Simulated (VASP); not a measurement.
# BN (F-43m) in VASP: further runs, part 2 of 2

VASP 6.6.1. Earlier steps stand in the parts before.

**4. Single point, r2SCAN (volume changed by -3%)**

The input, POSCAR:

```
BN
1.0
    0.0000000000      1.7865936589      1.7865936589
    1.7865936589      0.0000000000      1.7865936589
    1.7865936589      1.7865936589      0.0000000000
B N
1 1
Direct
    0.0000000000      0.0000000000      0.0000000000
    0.2500000000      0.2500000000      0.2500000000
```

The input, INCAR.step1:

```
SYSTEM = BN
  PREC = Accurate
  ENCUT = 520
  ISMEAR = 0
  SIGMA = 0.01
  LREAL = .False.
  LASPH = .True.
  NELM = 60
  NBANDS = 11
  GGA = PE
  ALGO = Normal
  EDIFF = 1E-4
  LWAVE = .True.
  LCHARG = .False.
```

The input, INCAR.step2:

```
SYSTEM = BN
  PREC = Accurate
  ENCUT = 520
  EDIFF = 1E-7
  ISMEAR = 0
  SIGMA = 0.01
  LREAL = .False.
  LASPH = .True.
  NELM = 60
  ALGO = Normal
  ISIF = 2
  LWAVE = .False.
  LCHARG = .True.
  METAGGA = R2SCAN
  LMIXTAU = .True.
  LELF = .True.
  LVHAR = .True.
  NBANDS = 11
  ISTART = 1
```

The input, KPOINTS:

```
Automatic mesh
0
Gamma
  10 10 10
  0 0 0
```

Potentials or basis: VASP PAW PBE potentials, release 64 (B, N).

The run is started by

```sh
$ cat potpaw_PBE.64/B/POTCAR potpaw_PBE.64/N/POTCAR > POTCAR
$ cp INCAR.step1 INCAR
$ mpirun -np 1 vasp_std > vasp.out
$ cp INCAR.step2 INCAR
$ mpirun -np 1 vasp_std > vasp.out
```

OUTCAR:

```text
SYSTEM = BN
   PREC = Accurate
   ENCUT = 520
   EDIFF = 1E-7
   ISMEAR = 0
   LREAL = .False.
   LASPH = .True.
   NELM = 60
   ISIF = 2
   METAGGA = R2SCAN
   ISTART = 1

 ion  position               nearest neighbor table
   1  0.000  0.000  0.000-   2 1.55   2 1.55   2 1.55   2 1.55
   2  0.250  0.250  0.250-   1 1.55   1 1.55   1 1.55   1 1.55

  LATTYP: Found a face centered cubic cell.
 ALAT       =     3.5731873178

  Lattice vectors:

 A1 = (   0.0000000000,   1.7865936589,   1.7865936589)
 A2 = (   1.7865936589,   0.0000000000,   1.7865936589)
 A3 = (   1.7865936589,   1.7865936589,   0.0000000000)
[... 513 lines left out ...]
      8      24.8316      0.00000
      9      29.2588      0.00000
     10      37.1224      0.00000
     11      41.4518      0.00000

 [... further k-points ...]
[... 5 lines left out ...]
  --------------------------------------------------------------------------------------
  -------------------------------------------------------------------------------------
  Total        0.9882278      0.9882278      0.9882278      0.0000000      0.0000000      0.0000000
  in kB      138.8226423    138.8226423    138.8226423      0.0000000      0.0000000      0.0000000
  external PRESSURE =     138.8226423 kB  Pullay stress =       0.0000000 kB

 VOLUME and BASIS-vectors are now :
 -----------------------------------------------------------------------------
  energy-cutoff  :      520.00
  volume of cell :       11.41
      direct lattice vectors                 reciprocal lattice vectors
     0.000000000  1.786593659  1.786593659    -0.279862182  0.279862182  0.279862182
     1.786593659  0.000000000  1.786593659     0.279862182 -0.279862182  0.279862182
     1.786593659  1.786593659  0.000000000     0.279862182  0.279862182 -0.279862182

 POSITION                                       TOTAL-FORCE (eV/Angst)
 -----------------------------------------------------------------------------------
      0.00000      0.00000      0.00000         0.000000      0.000000      0.000000
      0.89330      0.89330      0.89330        -0.000000     -0.000000     -0.000000
 -----------------------------------------------------------------------------------
    total drift:                                0.000000      0.000000      0.000000

  FREE ENERGIE OF THE ION-ELECTRON SYSTEM (eV)
  ---------------------------------------------------
  free  energy   TOTEN  =       -19.1544497456 eV

  energy  without entropy=      -19.1544497456  energy(sigma->0) =      -19.15444975
```

OUTCAR.step1:

```text
SYSTEM = BN
   PREC = Accurate
   ENCUT = 520
   ISMEAR = 0
   LREAL = .False.
   LASPH = .True.
[... 557 lines left out ...]
      0.00000      0.00000      0.00000        -0.000000     -0.000000     -0.000000
      0.89330      0.89330      0.89330         0.000000      0.000000      0.000000
 -----------------------------------------------------------------------------------
    total drift:                               -0.000000     -0.000000      0.000000

  FREE ENERGIE OF THE ION-ELECTRON SYSTEM (eV)
  ---------------------------------------------------
  free  energy   TOTEN  =       -17.4230991801 eV

  energy  without entropy=      -17.4230991801  energy(sigma->0) =      -17.42309918
```

OSZICAR.step1:

```text
N       E                     dE             d eps       ncg     rms          rms(c)
DAV:   1     0.117843748441E+02    0.11784E+02   -0.50060E+03  1050   0.728E+02
DAV:   2    -0.178468983914E+02   -0.29631E+02   -0.28377E+02  1268   0.167E+02
DAV:   3    -0.184438268507E+02   -0.59693E+00   -0.59592E+00  1214   0.202E+01
DAV:   4    -0.184444949996E+02   -0.66815E-03   -0.66814E-03  1109   0.789E-01
DAV:   5    -0.184444955599E+02   -0.56036E-06   -0.56031E-06  1129   0.223E-02    0.691E+00
DAV:   6    -0.175218497282E+02    0.92265E+00   -0.28799E+00  1073   0.998E+00    0.340E+00
DAV:   7    -0.174381416184E+02    0.83708E-01   -0.12101E-01  1163   0.283E+00    0.197E+00
DAV:   8    -0.174228122163E+02    0.15329E-01   -0.37011E-02  1165   0.141E+00    0.212E-01
DAV:   9    -0.174230168220E+02   -0.20461E-03   -0.90929E-04  1091   0.261E-01    0.868E-02
DAV:  10    -0.174230991801E+02   -0.82358E-04   -0.11642E-04  1128   0.919E-02
   1 F= -.17423099E+02 E0= -.17423099E+02  d E =-.546655-175
```

It took 22 s on 1 thread of Intel Xeon Platinum 8488C (Sapphire Rapids), shared host; peak memory 0.12 GiB.

What came out:

```yaml
Free_energy: -19.1544 eV
Pressure: 13.9 GPa
Band_gap_on_the_k_mesh: 5.02 eV, indirect (least direct gap 9.70 eV)
```

Caveat: the PAW data sets were made with another functional, which shifts forces and pressure a little. A k mesh can miss the band edges.

**5. Single point, r2SCAN**

The input, POSCAR:

```
BN
1.0
    0.0000000000      1.8048254656      1.8048254656
    1.8048254656      0.0000000000      1.8048254656
    1.8048254656      1.8048254656      0.0000000000
B N
1 1
Direct
    0.0000000000      0.0000000000      0.0000000000
    0.2500000000      0.2500000000      0.2500000000
```

The input, INCAR.step1:

```
SYSTEM = BN
PREC = Accurate ; ENCUT = 520
ISMEAR = 0 ; SIGMA = 0.01
LREAL = .False. ; LASPH = .True.
NELM = 80 ; NBANDS = 11
GGA = PE ; ALGO = Normal
EDIFF = 1E-4 ; LWAVE = .True.
LCHARG = .False.
```

The input, INCAR.step2:

```
SYSTEM = BN
PREC = Accurate ; ENCUT = 520
EDIFF = 1E-6 ; ISMEAR = 0
SIGMA = 0.01 ; LREAL = .False.
LASPH = .True. ; NELM = 80
ALGO = Normal ; ISIF = 2
LWAVE = .False. ; LCHARG = .False.
METAGGA = R2SCAN ; LMIXTAU = .True.
NBANDS = 11 ; ISTART = 1
```

KPOINTS is that of step 4.

The run is started by

```sh
$ cat potpaw_PBE.64/B/POTCAR potpaw_PBE.64/N/POTCAR > POTCAR
$ cp INCAR.step1 INCAR
$ mpirun -np 1 vasp_std > vasp.out
$ cp INCAR.step2 INCAR
$ mpirun -np 1 vasp_std > vasp.out
```

It took 19 s on 1 thread of Intel Xeon Platinum 8488C (Sapphire Rapids), shared host; peak memory 0.12 GiB.

The run converged. Its results:

| Item | Value |
| --- | --- |
| Free energy | -19.1716 eV |
| Pressure | 1.1 GPa |
| Band gap on the k mesh | 4.98 eV, indirect (least direct gap 9.55 eV) |

Levels at points of the mesh, in eV from the valence-band top:
```
           k point  band 1  band 2  band 3  band 4  band 5  band 6  band 7  band 8
(0.00, 0.00, 0.00)  -21.34    0.00    0.00    0.00    9.55    9.55    9.55   11.14
(0.50, 0.00, 0.00)  -17.03  -11.12   -2.02   -2.02   10.85   11.49   11.49   16.45
(0.50, 0.50, 0.00)  -15.60   -9.35   -5.12   -5.12    4.98    9.84   19.33   19.33
```

Caveat: the PAW data sets were made with another functional, which shifts forces and pressure a little.

**6. The runs side by side**

| level | cell | k mesh | gap on the mesh (eV) | pressure (GPa) |
| --- | --- | --- | --- | --- |
| PBE | a = 2.552 Å, angles 60.0°, 2 atoms | 12 × 12 × 12 | 4.46 | 5.0 |
| r2SCAN | a = 2.500 Å, angles 60.0°, 2 atoms | 10 × 10 × 10 | 5.05 | 28.5 |
| r2SCAN | a = 2.527 Å, angles 60.0°, 2 atoms | 10 × 10 × 10 | 5.02 | 13.9 |
| r2SCAN | a = 2.552 Å, angles 60.0°, 2 atoms | 10 × 10 × 10 | 4.98 | 1.1 |

Alike in all rows: task single point; potentials or basis VASP PAW PBE potentials, release 64 (B, N); no spin polarisation; cutoff (eV) 520; smearing gaussian 0.01 eV.

Caveats: the PAW data sets were made with another functional, which shifts forces and pressure a little (some runs).

Total energies depend on the potentials used, so only differences within one code and one set of settings carry meaning.
